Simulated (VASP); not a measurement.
# MgF2 (rutile type) (P4_2/mnm) in VASP: notebook

The runs below take MgF2 (rutile type) through single point, with PBE.

All numbers are computed with VASP 6.6.1; they aren't measurements. Logs are shortened: lines on timing, memory, paths and dates and some standing lists are left out, and cuts for length are marked.

## 1. The cell of the first run

The structure is tetragonal, space group P4_2/mnm (No. 136). The conventional cell has a = 3.973 Å, b = 3.973 Å, c = 2.681 Å, α = 90.00°, β = 90.00°, γ = 90.00°. Within 2.2 Å of Mg (site symmetry mmm) lie 6 F at 1.69 to 1.75 Å. Within 2.3 Å of F (site symmetry m2m) lie 3 Mg at 1.69 to 1.75 Å and 1 F at 2.24 Å.

## 2. Single point, PBE (7.05 Å³/atom)

INCAR reads:

```
SYSTEM = MgF2
PREC = Accurate ; ENCUT = 600
EDIFF = 1E-6 ; ISMEAR = -1
SIGMA = 0.1 ; LREAL = .False.
LASPH = .True. ; NELM = 120
ALGO = Normal ; ISIF = 2
LWAVE = .False. ; LCHARG = .False.
GGA = PE ; NBANDS = 25
GGA_COMPAT = .False.
```

KPOINTS reads:

```
regular mesh
0
Gamma
  7 7 10
  0 0 0
```

POSCAR reads:

```
MgF2
1.0
    3.9730202982      0.0000000000      0.0000000000
    0.0000000000      3.9730202982      0.0000000000
    0.0000000000      0.0000000000      2.6808585041
Mg F
2 4
Direct
    0.0000000000      0.0000000000      0.0000000000
    0.5000000000      0.5000000000      0.5000000000
    0.3003569416      0.3003569416      0.0000000000
    0.6996430584      0.6996430584      0.0000000000
    0.8003569416      0.1996430584      0.5000000000
    0.1996430584      0.8003569416      0.5000000000
```

Potentials or basis: VASP PAW PBE potentials, release 64 (Mg, F).

Started as:

```bash
$ cat potpaw_PBE.64/Mg/POTCAR potpaw_PBE.64/F/POTCAR > POTCAR
$ mpirun -np 1 vasp_std > vasp.out
```

OUTCAR:

```text
SYSTEM = MgF2
   PREC = Accurate
   ENCUT = 600
   EDIFF = 1E-6
   ISMEAR = -1
   LREAL = .False.
   LASPH = .True.
   NELM = 120
   ISIF = 2
   GGA = PE

 ion  position               nearest neighbor table
   1  0.000  0.000  0.000-   3 1.69   4 1.69   5 1.75   6 1.75   5 1.75   6 1.75   2 3.11   2 3.11
                             2 3.11   2 3.11   2 3.11   2 3.11   2 3.11   2 3.11
   2  0.500  0.500  0.500-   5 1.69   6 1.69   3 1.75   4 1.75   3 1.75   4 1.75   1 3.11   1 3.11
                             1 3.11   1 3.11   1 3.11   1 3.11   1 3.11   1 3.11
   3  0.300  0.300  0.000-   1 1.69   2 1.75   2 1.75
   4  0.700  0.700  0.000-   1 1.69   2 1.75   2 1.75
   5  0.800  0.200  0.500-   2 1.69   1 1.75   1 1.75
   6  0.200  0.800  0.500-   2 1.69   1 1.75   1 1.75

  LATTYP: Found a simple tetragonal cell.
 ALAT       =     3.9730202982
 C/A-ratio  =     0.6747658715

  Lattice vectors:

 A1 = (   3.9730202982,   0.0000000000,   0.0000000000)
 A2 = (   0.0000000000,   3.9730202982,   0.0000000000)
 A3 = (   0.0000000000,   0.0000000000,   2.6808585041)

Analysis of symmetry for initial positions (statically):
=====================================================================
 Subroutine PRICEL returns:
 Original cell was already a primitive cell.

 Routine SETGRP: Setting up the symmetry group for a
 simple tetragonal supercell.

 Subroutine GETGRP returns: Found 16 space group operations
 (whereof  8 operations were pure point group operations)
 out of a pool of 16 trial point group operations.

The static configuration has the point symmetry D_2h.
 The point group associated with its full space group is D_4h.

Analysis of symmetry for dynamics (positions and initial velocities):
=====================================================================
 Subroutine PRICEL returns:
 Original cell was already a primitive cell.

 Routine SETGRP: Setting up the symmetry group for a
 simple tetragonal supercell.

 Subroutine GETGRP returns: Found 16 space group operations
 (whereof  8 operations were pure point group operations)
 out of a pool of 16 trial point group operations.

The dynamic configuration has the point symmetry D_2h.
 The point group associated with its full space group is D_4h.

 Subroutine INISYM returns: Found 16 space group operations
 (whereof  8 operations are pure point group operations),
 and found     1 'primitive' translations

----------------------------------------------------------------------------------------

                                     Primitive cell

  volume of cell :      42.3171

  direct lattice vectors                    reciprocal lattice vectors
     3.973020298  0.000000000  0.000000000     0.251697682  0.000000000  0.000000000
     0.000000000  3.973020298  0.000000000     0.000000000  0.251697682  0.000000000
     0.000000000  0.000000000  2.680858504     0.000000000  0.000000000  0.373014838

  length of vectors
     3.973020298  3.973020298  2.680858504     0.251697682  0.251697682  0.373014838

  position of ions in fractional coordinates (direct lattice)
     0.000000000  0.000000000  0.000000000
     0.500000000  0.500000000  0.500000000
     0.300356942  0.300356942  0.000000000
     0.699643058  0.699643058  0.000000000
     0.800356942  0.199643058  0.500000000
     0.199643058  0.800356942  0.500000000

  ion indices of the primitive-cell ions
   primitive index   ion index
                 1           1
                 2           2
                 3           3
                 4           4
                 5           5
                 6           6

----------------------------------------------------------------------------------------

 KPOINTS: regular mesh

Automatic generation of k-mesh.
 Grid dimensions read from file:
 generate k-points for:    7    7   10

 Generating k-lattice:

  Cartesian coordinates                     Fractional coordinates (reciprocal lattice)
     0.035956812  0.000000000  0.000000000     0.142857143  0.000000000  0.000000000
     0.000000000  0.035956812  0.000000000     0.000000000  0.142857143  0.000000000
     0.000000000  0.000000000  0.037301484     0.000000000  0.000000000  0.100000000

  Length of vectors
     0.035956812  0.035956812  0.037301484

  Shift w.r.t. Gamma in fractional coordinates (k-lattice)
     0.000000000  0.000000000  0.000000000

 Subroutine IBZKPT returns following result:
 ===========================================

 Found     60 irreducible k-points:

 Following reciprocal coordinates:
            Coordinates               Weight
  0.000000  0.000000  0.000000      1.000000
  0.142857  0.000000  0.000000      4.000000
  0.285714  0.000000  0.000000      4.000000
  0.428571  0.000000  0.000000      4.000000
  0.142857  0.142857  0.000000      4.000000
  0.285714  0.142857  0.000000      8.000000
[... 16 lines left out ...]
  0.285714  0.000000  0.200000      8.000000
  0.428571  0.000000  0.200000      8.000000
 [... further k-points ...]
   k-points           NKPTS =     60   k-points in BZ     NKDIM =     60   number of bands    NBANDS=     25
   number of dos      NEDOS =    301   number of ions     NIONS =      6
   total plane-waves  NPLWV =  24576
   dimension x,y,z NGX =    32 NGY =   32 NGZ =   24
   dimension x,y,z NGXF=    64 NGYF=   64 NGZF=   48
   ions per type =               2   4
   NGX,Y,Z   is equivalent  to a cutoff of  13.39, 13.39, 14.88 a.u.
   NGXF,Y,Z  is equivalent  to a cutoff of  26.78, 26.78, 29.77 a.u.
 SYSTEM =  MgF2
   PREC   = accura    normal or accurate (medium, high low for compatibility)
   ISTART =      0    job   : 0-new  1-cont  2-samecut
   ICHARG =      2    charge: 1-file 2-atom 10-const
   ISPIN  =      1    spin polarized calculation?
   LNONCOLLINEAR =      F non collinear calculations
   LSORBIT =      F    spin-orbit coupling
   LASPH  =      T    aspherical Exc in radial PAW
   ENCUT  =  600.0 eV  44.10 Ry    6.64 a.u.   7.94  7.94  5.35*2*pi/ulx,y,z
   NELM   =    120;   NELMIN=  2; NELMDL= -5     # of ELM steps
   EDIFF  = 0.1E-05   stopping-criterion for ELM
   LREAL  =      F    real-space projection
   EDIFFG = 0.1E-04   stopping-criterion for IOM
   NSW    =      0    number of steps for IOM
   IBRION =     -1    ionic relax: 0-MD 1-quasi-New 2-CG
   NFREE  =      0    steps in history (QN), initial steepest desc. (CG)
   ISIF   =      2    stress and relaxation
   ISYM   =      2    0-nonsym 1-usesym 2-fastsym
   POTIM  = 0.5000    time-step for ionic-motion
   TEBEG  =    0.0;   TEEND  =   0.0 temperature during run
   PSTRESS=    0.0 pullay stress
   NELECT =      32.0000    total number of electrons
   NUPDOWN=      -1.0000    fix difference up-down
   EMIN   =  10.00;   EMAX   =-10.00  energy-range for DOS
   EFERMI =   0.00;   METHOD = LEGACY
   ISMEAR =    -1;   SIGMA  =   0.10  broadening in eV -4-tet -1-fermi 0-gaus
   EFERMI_NEDOS =   21; number of points for ismear=-14 and -15
   IALGO  =     38    algorithm
   IMIX   =      4    mixing-type and parameters
     AMIX     =   0.40;   BMIX     =  1.00
     AMIX_MAG =   1.60;   BMIX_MAG =  1.00
  volume/ion in A,a.u.               =       7.05        47.59
  Fermi-wavevector in a.u.,A,eV,Ry     =   1.491488  2.818503 30.266643  2.224535
  Thomas-Fermi vector in A             =   2.604136
   LORBIT       =      0    0 simple, 1 ext, 2 COOP (PROOUT), +10 PAW based schemes
   GGA     = PE    functional components
   LHFCALC =     F    Hartree Fock is set to
   AEXX    =    0.0000 exact exchange contribution
   IVDW    =     0    specifies the selected vdW correction
   LEPSILON=     F    determine dielectric tensor
   LRPA    =     F    only Hartree local field effects (RPA)
 non-spin polarized calculation
  energy-cutoff  :      600.00
  volume of cell :       42.32
 maximum number of plane-waves:      1443
 NGX is ok and might be reduce to    32
   NGX = 15   NGY = 15   NGZ = 11

 number of electron      31.9999989 magnetization

 Free energy of the ion-electron system (eV)
  ---------------------------------------------------
  ext. energy  EPLUGINS =         0.00000000
  ---------------------------------------------------
  free energy    TOTEN  =       -24.99731652 eV

  energy without entropy =      -24.99731652  energy(sigma->0) =      -24.99731652

 E-fermi :   4.2605     XC(G=0): -12.0236

 val. band max:        2.2869337263   @ k =   0.0000   0.0000   0.0000
 cond. band min:      12.8906510090   @ k =   0.0000   0.0000   0.0000
 fundamental gap:     10.6037172827
 Fermi energy:         4.2604507919

 k-point     1 :       0.0000    0.0000    0.0000
  band No.  band energies     occupation
      1     -20.6701      2.00000
      2     -18.5957      2.00000
      3     -18.5957      2.00000
      4     -18.4141      2.00000
      5      -3.6736      2.00000
      6      -2.5949      2.00000
[... 17 lines left out ...]
     24      27.1913      0.00000
     25      27.4274      0.00000

 k-point     2 :       0.1429    0.0000    0.0000
  band No.  band energies     occupation
      1     -20.5891      2.00000
      2     -18.7762      2.00000
      3     -18.5779      2.00000
      4     -18.3618      2.00000
      5      -3.5521      2.00000
      6      -2.4670      2.00000
[... 17 lines left out ...]
     24      27.0856      0.00000
     25      27.1666      0.00000

 k-point     3 :       0.2857    0.0000    0.0000
  band No.  band energies     occupation
      1     -20.3556      2.00000
      2     -19.1360      2.00000
      3     -18.5286      2.00000
      4     -18.3496      2.00000
      5      -3.2736      2.00000
      6      -2.0052      2.00000
[... 552 lines left out ...]
 k-point    23 :       0.2857    0.0000    0.2000
  band No.  band energies     occupation
      1     -20.0655      2.00000
      2     -19.0079      2.00000
      3     -18.5096      2.00000
      4     -18.4074      2.00000
      5      -2.9158      2.00000
      6      -1.9470      2.00000
[... 17 lines left out ...]
     24      24.7547      0.00000
     25      25.6004      0.00000

 k-point    24 :       0.4286    0.0000    0.2000
  band No.  band energies     occupation
      1     -19.7504      2.00000
      2     -19.3767      2.00000
      3     -18.4688      2.00000
      4     -18.4295      2.00000
      5      -2.6165      2.00000
      6      -2.2830      2.00000
[... 17 lines left out ...]
     24      24.4790      0.00000
     25      24.8283      0.00000

 [... further k-points ...]

------------------------ aborting loop because EDIFF is reached ----------------------------------------

  FORCE on cell =-STRESS in cart. coord.  units (eV):
  Direction    XX          YY          ZZ          XY          YZ          ZX
  --------------------------------------------------------------------------------------
  -------------------------------------------------------------------------------------
  Total       33.0424674     33.0424674     33.0807594      0.0000000      0.0000000      0.0000000
  in kB     1251.0296185   1251.0296185   1252.4794035      0.0000000      0.0000000      0.0000000
  external PRESSURE =    1251.5128802 kB  Pullay stress =       0.0000000 kB

 VOLUME and BASIS-vectors are now :
 -----------------------------------------------------------------------------
  energy-cutoff  :      600.00
  volume of cell :       42.32
      direct lattice vectors                 reciprocal lattice vectors
     3.973020298  0.000000000  0.000000000     0.251697682  0.000000000  0.000000000
     0.000000000  3.973020298  0.000000000     0.000000000  0.251697682  0.000000000
     0.000000000  0.000000000  2.680858504     0.000000000  0.000000000  0.373014838

 POSITION                                       TOTAL-FORCE (eV/Angst)
 -----------------------------------------------------------------------------------
      0.00000      0.00000      0.00000         0.000000     -0.000000      0.000000
      1.98651      1.98651      1.34043         0.000000     -0.000000      0.000000
      1.19332      1.19332      0.00000         0.031424      0.031424      0.000000
      2.77970      2.77970      0.00000        -0.031424     -0.031424     -0.000000
      3.17983      0.79319      1.34043         0.031424     -0.031424      0.000000
      0.79319      3.17983      1.34043        -0.031424      0.031424      0.000000
 -----------------------------------------------------------------------------------
    total drift:                                0.000000     -0.000000     -0.000000

  FREE ENERGIE OF THE ION-ELECTRON SYSTEM (eV)
  ---------------------------------------------------
  free  energy   TOTEN  =       -24.9973165245 eV

  energy  without entropy=      -24.9973165243  energy(sigma->0) =      -24.99731652
```

Wall time 43 s (1 thread of Intel Xeon 8259CL, shared host); peak memory 0.21 GiB.

Results:

```yaml
Free_energy: -24.9973 eV
Pressure: 125.2 GPa
Largest_force: 0.044 eV/Å
Band_gap_on_the_k_mesh: 10.60 eV
```

Forces on the atoms (eV/Å):
```
Mg   0.000  0.000  0.000
Mg   0.000  0.000  0.000
F    0.031  0.031  0.000
F   -0.031 -0.031  0.000
F    0.031 -0.031  0.000
F   -0.031  0.031  0.000
```

Caveat: the cell stands under pressure; an odd mesh through Γ misses points on the zone boundary, where band edges can lie.

## 3. Single point, PBE (8.19 Å³/atom)

This run uses another cell than the first one, of 8.19 Å³/atom.

INCAR reads:

```
ALGO = Normal
EDIFF = 1E-6
ENCUT = 600
GGA = PE
GGA_COMPAT = F
ISIF = 2
ISMEAR = -1
LASPH = T
LCHARG = T
LELF = T
LREAL = F
LVHAR = T
LWAVE = F
NBANDS = 25
NELM = 120
PREC = Accurate
SIGMA = 0.1
```

KPOINTS reads:

```
k-points
0
Gamma
  7 7 10
```

POSCAR reads:

```
MgF2
1.0
    4.1843192357      0.0000000000      0.0000000000
    0.0000000000      4.1843192357      0.0000000000
    0.0000000000      0.0000000000      2.8067688331
Mg F
2 4
Direct
    0.0000000000      0.0000000000      0.0000000000
    0.5000000000      0.5000000000      0.5000000000
    0.3006103903      0.3006103903      0.0000000000
    0.6993896097      0.6993896097      0.0000000000
    0.8006103903      0.1993896097      0.5000000000
    0.1993896097      0.8006103903      0.5000000000
```

Potentials or basis: VASP PAW PBE potentials, release 64 (Mg, F).

Started as:

```bash
$ cat potpaw_PBE.64/Mg/POTCAR potpaw_PBE.64/F/POTCAR > POTCAR
$ mpirun -np 1 vasp_std > vasp.out
```

Run time: 92 s. Hardware: 1 thread of Intel Xeon 8259CL, shared host; peak memory 0.22 GiB.

It converged, with:

```yaml
Free_energy: -28.8518 eV
Pressure: 61.0 GPa
Largest_force: 0.012 eV/Å
Band_gap_on_the_k_mesh: 9.28 eV
```

Forces on the atoms (eV/Å):
```
Mg   0.000  0.000  0.000
Mg   0.000  0.000  0.000
F    0.008  0.008  0.000
F   -0.008 -0.008  0.000
F    0.008 -0.008  0.000
F   -0.008  0.008  0.000
```

Levels at points of the mesh, in eV from the valence-band top:
| k point | band 14 | band 15 | band 16 | band 17 | band 18 | band 19 |
| --- | --- | --- | --- | --- | --- | --- |
| (0.00, 0.00, 0.00) | -0.33 | -0.33 | 0.00 | 9.28 | 14.23 | 14.23 |
| (0.00, 0.00, 0.50) | -1.75 | -1.24 | -1.24 | 14.30 | 14.30 | 17.01 |

Caveat: the cell stands under pressure; an odd mesh through Γ misses points on the zone boundary, where band edges can lie.

## 4. Single point, PBE (8.19 Å³/atom)

This run uses another cell than the first one, of 8.19 Å³/atom.

INCAR reads:

```
SYSTEM = MgF2
PREC = Accurate
ENCUT = 600
EDIFF = 1E-6
ISMEAR = -1
SIGMA = 0.1
LREAL = .False.
LASPH = .True.
NELM = 120
ALGO = Normal
ISIF = 2
LWAVE = .False.
LCHARG = .True.
GGA = PE
LELF = .True.
LVHAR = .True.
NBANDS = 25
GGA_COMPAT = .False.
```

KPOINTS reads:

```
Automatic mesh
0
Gamma
  7 7 10
  0 0 0
```

POSCAR is that of step 3.

Started as:

```bash
$ cat potpaw_PBE.64/Mg/POTCAR potpaw_PBE.64/F/POTCAR > POTCAR
$ mpirun -np 1 vasp_std > vasp.out
```

Wall time 2.4 min (1 thread of Intel Xeon 8259CL, shared host); peak memory 0.22 GiB.

The run converged. Its results:

```yaml
Free_energy: -28.8518 eV
Pressure: 61.0 GPa
Largest_force: 0.012 eV/Å
Band_gap_on_the_k_mesh: 9.28 eV
```

Forces on the atoms (eV/Å):
```
Mg   0.000  0.000  0.000
Mg   0.000  0.000  0.000
F    0.008  0.008  0.000
F   -0.008 -0.008  0.000
F    0.008 -0.008  0.000
F   -0.008  0.008  0.000
```

Levels at points of the mesh, in eV from the valence-band top:
| k point | band 14 | band 15 | band 16 | band 17 | band 18 | band 19 |
| --- | --- | --- | --- | --- | --- | --- |
| (0.00, 0.00, 0.00) | -0.33 | -0.33 | 0.00 | 9.28 | 14.23 | 14.23 |
| (0.00, 0.00, 0.50) | -1.75 | -1.24 | -1.24 | 14.30 | 14.30 | 17.01 |

Caveat: the cell stands under pressure; an odd mesh through Γ misses points on the zone boundary, where band edges can lie.
